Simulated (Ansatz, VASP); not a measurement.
# AlB2Sb3 in VASP and in Ansatz

```
Al B Sb
1.0
     5.91949   -3.41393    0.00000
     5.91949    3.41393    0.00000
     0.00000    0.00000    6.45352
Al B Sb
2 4 6
Direct
  0.16606 0.83394 0.50048
  0.83394 0.16606 0.00048
  0.82691 0.51861 0.50082
  0.48139 0.17309 0.50082
  0.17309 0.48139 0.00082
  0.51861 0.82691 0.00082
  0.15899 0.46966 0.64030
  0.53034 0.84101 0.64030
  0.78490 0.21510 0.59229
  0.84101 0.53034 0.14030
  0.46966 0.15899 0.14030
  0.21510 0.78490 0.09229
```

Alike in both runs: functional PBE; k mesh 6 × 6 × 6; no spin polarisation.

Ansatz relaxed the structure, and its values are those at the end. VASP's run is a single point on that final structure, the one shown.

|  | VASP | Ansatz |
| --- | --- | --- |
| version | VASP 6.6.1 | Ansatz 0.2.0 |
| potentials or method | VASP PAW PBE potentials, release 64 (Al, B, Sb), cutoff 520 eV | scalar-relativistic, plane waves, PAW |
| occupations | gaussian, width 0.01 eV | fixed |
| valence electrons in the cell | 48 | 108 |

```csv
,VASP,Ansatz,Ansatz less VASP
gap on the k mesh at the Fermi level (eV),0.59,0.60,+0.008
least direct gap on the mesh (eV),0.78,0.78,+0.001
pressure (GPa),0.3,0.0,-0.30
rms of the force components (eV/Å),0.003,0.000,-0.0033
```

VASP's potentials hold 48 valence electrons a cell and Ansatz's 108, so a difference there can come from the potentials and not from the codes.

Neither program's run includes spin-orbit coupling.
